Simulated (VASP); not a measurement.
# Cu (Pm-3m) in VASP: notebook, part 2 of 2

VASP 6.6.1. Earlier steps stand in the parts before.

**5. Single point, LDA (volume scaled by 0.96)**

File INCAR:

```
PREC = Accurate ; ENCUT = 520
EDIFF = 1E-7 ; ISMEAR = -1
SIGMA = 0.1 ; LREAL = False
LASPH = True ; NELM = 60
ALGO = Normal ; ISIF = 2
LWAVE = False ; LCHARG = False
NBANDS = 12
```

File KPOINTS:

```
Automatic mesh
0
Gamma
  15 15 15
```

File POSCAR:

```
Cu
1.0
    2.2953825555      0.0000000000      0.0000000000
    0.0000000000      2.2953825555      0.0000000000
    0.0000000000      0.0000000000      2.2953825555
Cu
1
Direct
    0.0000000000      0.0000000000      0.0000000000
```

Potentials or basis: VASP PAW LDA potentials, release 64 (Cu).

Started as:

```bash
$ cat potpaw_LDA.64/Cu/POTCAR > POTCAR
$ mpirun -np 1 vasp_std > vasp.out
```

OUTCAR:

```text
PREC = Accurate
   ENCUT = 520
   EDIFF = 1E-7
   ISMEAR = -1
   LREAL = False
   LASPH = True
   NELM = 60
   ISIF = 2

 ion  position               nearest neighbor table
   1  0.000  0.000  0.000-

  LATTYP: Found a simple cubic cell.
 ALAT       =     2.2953825555

  Lattice vectors:

 A1 = (   2.2953825555,   0.0000000000,   0.0000000000)
 A2 = (   0.0000000000,   2.2953825555,   0.0000000000)
 A3 = (   0.0000000000,   0.0000000000,   2.2953825555)

Analysis of symmetry for initial positions (statically):
=====================================================================
 Subroutine PRICEL returns:
 Original cell was already a primitive cell.

 Routine SETGRP: Setting up the symmetry group for a
 simple cubic supercell.

 Subroutine GETGRP returns: Found 48 space group operations
 (whereof 48 operations were pure point group operations)
 out of a pool of 48 trial point group operations.

The static configuration has the point symmetry O_h .

Analysis of symmetry for dynamics (positions and initial velocities):
=====================================================================
 Subroutine PRICEL returns:
 Original cell was already a primitive cell.

 Routine SETGRP: Setting up the symmetry group for a
 simple cubic supercell.

 Subroutine GETGRP returns: Found 48 space group operations
 (whereof 48 operations were pure point group operations)
 out of a pool of 48 trial point group operations.

The dynamic configuration has the point symmetry O_h .

 Subroutine INISYM returns: Found 48 space group operations
 (whereof 48 operations are pure point group operations),
 and found     1 'primitive' translations

----------------------------------------------------------------------------------------

                                     Primitive cell

  volume of cell :      12.0939

  direct lattice vectors                    reciprocal lattice vectors
     2.295382555  0.000000000  0.000000000     0.435657227  0.000000000  0.000000000
     0.000000000  2.295382555  0.000000000     0.000000000  0.435657227  0.000000000
     0.000000000  0.000000000  2.295382555     0.000000000  0.000000000  0.435657227

  length of vectors
     2.295382555  2.295382555  2.295382555     0.435657227  0.435657227  0.435657227

  position of ions in fractional coordinates (direct lattice)
     0.000000000  0.000000000  0.000000000

  ion indices of the primitive-cell ions
   primitive index   ion index
                 1           1

----------------------------------------------------------------------------------------

 KPOINTS: Automatic mesh

Automatic generation of k-mesh.
 Grid dimensions read from file:
 generate k-points for:   15   15   15

 Generating k-lattice:

  Cartesian coordinates                     Fractional coordinates (reciprocal lattice)
     0.029043815  0.000000000  0.000000000     0.066666667  0.000000000  0.000000000
     0.000000000  0.029043815  0.000000000     0.000000000  0.066666667  0.000000000
     0.000000000  0.000000000  0.029043815     0.000000000  0.000000000  0.066666667

  Length of vectors
     0.029043815  0.029043815  0.029043815

  Shift w.r.t. Gamma in fractional coordinates (k-lattice)
     0.000000000  0.000000000  0.000000000

 Subroutine IBZKPT returns following result:
 ===========================================

 Found    120 irreducible k-points:

 Following reciprocal coordinates:
            Coordinates               Weight
  0.000000  0.000000  0.000000      1.000000
  0.066667  0.000000  0.000000      6.000000
  0.133333  0.000000  0.000000      6.000000
  0.200000  0.000000  0.000000      6.000000
  0.266667  0.000000  0.000000      6.000000
  0.333333  0.000000  0.000000      6.000000
[... 16 lines left out ...]
  0.266667  0.200000  0.000000     24.000000
  0.333333  0.200000  0.000000     24.000000
 [... further k-points ...]
   k-points           NKPTS =    120   k-points in BZ     NKDIM =    120   number of bands    NBANDS=     12
   number of dos      NEDOS =    301   number of ions     NIONS =      1
   total plane-waves  NPLWV =   5832
   dimension x,y,z NGX =    18 NGY =   18 NGZ =   18
   dimension x,y,z NGXF=    36 NGYF=   36 NGZF=   36
   ions per type =               1
   NGX,Y,Z   is equivalent  to a cutoff of  13.04, 13.04, 13.04 a.u.
   NGXF,Y,Z  is equivalent  to a cutoff of  26.07, 26.07, 26.07 a.u.
 SYSTEM =  unknown system
   PREC   = accura    normal or accurate (medium, high low for compatibility)
   ISTART =      0    job   : 0-new  1-cont  2-samecut
   ICHARG =      2    charge: 1-file 2-atom 10-const
   ISPIN  =      1    spin polarized calculation?
   LNONCOLLINEAR =      F non collinear calculations
   LSORBIT =      F    spin-orbit coupling
   LASPH  =      T    aspherical Exc in radial PAW
   ENCUT  =  520.0 eV  38.22 Ry    6.18 a.u.   4.27  4.27  4.27*2*pi/ulx,y,z
   NELM   =     60;   NELMIN=  2; NELMDL= -5     # of ELM steps
   EDIFF  = 0.1E-06   stopping-criterion for ELM
   LREAL  =      F    real-space projection
   EDIFFG = 0.1E-05   stopping-criterion for IOM
   NSW    =      0    number of steps for IOM
   IBRION =     -1    ionic relax: 0-MD 1-quasi-New 2-CG
   NFREE  =      0    steps in history (QN), initial steepest desc. (CG)
   ISIF   =      2    stress and relaxation
   ISYM   =      2    0-nonsym 1-usesym 2-fastsym
   POTIM  = 0.5000    time-step for ionic-motion
   TEBEG  =    0.0;   TEEND  =   0.0 temperature during run
   PSTRESS=    0.0 pullay stress
   NELECT =      11.0000    total number of electrons
   NUPDOWN=      -1.0000    fix difference up-down
   EMIN   =  10.00;   EMAX   =-10.00  energy-range for DOS
   EFERMI =   0.00;   METHOD = LEGACY
   ISMEAR =    -1;   SIGMA  =   0.10  broadening in eV -4-tet -1-fermi 0-gaus
   EFERMI_NEDOS =   21; number of points for ismear=-14 and -15
   IALGO  =     38    algorithm
   IMIX   =      4    mixing-type and parameters
     AMIX     =   0.40;   BMIX     =  1.00
     AMIX_MAG =   1.60;   BMIX_MAG =  1.00
  volume/ion in A,a.u.               =      12.09        81.61
  Fermi-wavevector in a.u.,A,eV,Ry     =   1.586173  2.997433 34.231522  2.515946
  Thomas-Fermi vector in A             =   2.685525
   LORBIT       =      0    0 simple, 1 ext, 2 COOP (PROOUT), +10 PAW based schemes
   GGA     = CA    functional components
   LHFCALC =     F    Hartree Fock is set to
   AEXX    =    0.0000 exact exchange contribution
   IVDW    =     0    specifies the selected vdW correction
   LEPSILON=     F    determine dielectric tensor
   LRPA    =     F    only Hartree local field effects (RPA)
 non-spin polarized calculation
  energy-cutoff  :      520.00
  volume of cell :       12.09
 maximum number of plane-waves:       341
 NGX is ok and might be reduce to    18
   NGX =  9   NGY =  9   NGZ =  9

 number of electron      10.9999974 magnetization

 Free energy of the ion-electron system (eV)
  ---------------------------------------------------
  ext. energy  EPLUGINS =         0.00000000
  ---------------------------------------------------
  free energy    TOTEN  =        -4.17061081 eV

  energy without entropy =       -4.16374599  energy(sigma->0) =       -4.16717840

 E-fermi :   6.8462     XC(G=0): -12.8695

 val. band max:        6.8038898983   @ k =   0.3333   0.3333   0.1333
 cond. band min:       7.1265606888   @ k =   0.4000   0.2000   0.2000
 fundamental gap:      0.3226707905
 Fermi energy:         6.8461712773

 k-point     1 :       0.0000    0.0000    0.0000
  band No.  band energies     occupation
      1      -2.0585      2.00000
      2       2.4234      2.00000
      3       2.4234      2.00000
      4       5.5223      2.00000
      5       5.5223      2.00000
      6       5.5223      2.00000
      7      25.9347      0.00000
      8      25.9347      0.00000
      9      25.9347      0.00000
     10      29.6817      0.00000
     11      29.6817      0.00000
     12      34.2928      0.00000

 k-point     2 :       0.0667    0.0000    0.0000
  band No.  band energies     occupation
      1      -1.9247      2.00000
      2       2.4400      2.00000
      3       2.4789      2.00000
      4       5.4773      2.00000
      5       5.4773      2.00000
      6       5.5259      2.00000
      7      24.1234      0.00000
      8      26.1117      0.00000
      9      26.1117      0.00000
     10      29.7274      0.00000
     11      30.9935      0.00000
     12      35.0347      0.00000
[... 316 lines left out ...]
 k-point    24 :       0.3333    0.2000    0.0000
  band No.  band energies     occupation
      1       1.6438      2.00000
      2       3.0177      2.00000
      3       3.7159      2.00000
      4       4.8434      2.00000
      5       5.1305      2.00000
      6       5.2703      2.00000
      7      14.0434      0.00000
      8      21.8077      0.00000
      9      30.5640      0.00000
     10      31.4135      0.00000
     11      32.7777      0.00000
     12      40.5487      0.00000

 [... further k-points ...]
[... 5 lines left out ...]
  --------------------------------------------------------------------------------------
  -------------------------------------------------------------------------------------
  Total        0.5258683      0.5258683      0.5258683     -0.0000000     -0.0000000     -0.0000000
  in kB       69.6662356     69.6662356     69.6662356     -0.0000000     -0.0000000     -0.0000000
  external PRESSURE =      69.6662356 kB  Pullay stress =       0.0000000 kB

 VOLUME and BASIS-vectors are now :
 -----------------------------------------------------------------------------
  energy-cutoff  :      520.00
  volume of cell :       12.09
      direct lattice vectors                 reciprocal lattice vectors
     2.295382555  0.000000000  0.000000000     0.435657227  0.000000000  0.000000000
     0.000000000  2.295382555  0.000000000     0.000000000  0.435657227  0.000000000
     0.000000000  0.000000000  2.295382555     0.000000000  0.000000000  0.435657227

 POSITION                                       TOTAL-FORCE (eV/Angst)
 -----------------------------------------------------------------------------------
      0.00000      0.00000      0.00000         0.000000      0.000000      0.000000
 -----------------------------------------------------------------------------------
    total drift:                                0.000000      0.000000     -0.000000

  FREE ENERGIE OF THE ION-ELECTRON SYSTEM (eV)
  ---------------------------------------------------
  free  energy   TOTEN  =        -4.1706108053 eV

  energy  without entropy=       -4.1637459903  energy(sigma->0) =       -4.16717840
```

Run time: 14 s. Hardware: 1 thread of AMD EPYC 7R13, shared host; peak memory 0.09 GiB.

Results:

| Item | Value |
| --- | --- |
| Free energy | -4.1706 eV |
| Pressure | 7.0 GPa |

**6. The runs side by side**

```tsv
cell	k mesh	gap on the mesh (eV)	pressure (GPa)
a = 2.327 Å, 1 atom	13 × 13 × 13	none	0.8
a = 2.230 Å, 1 atom	15 × 15 × 15	none	25.3
a = 2.263 Å, 1 atom	15 × 15 × 15	none	15.1
a = 2.295 Å, 1 atom	15 × 15 × 15	none	7.0
```

Alike in all rows: task single point; level LDA; potentials or basis VASP PAW LDA potentials, release 64 (Cu); no spin polarisation; cutoff (eV) 520; smearing fermi-dirac 0.1 eV.

Total energies depend on the potentials used, so only differences within one code and one set of settings carry meaning.
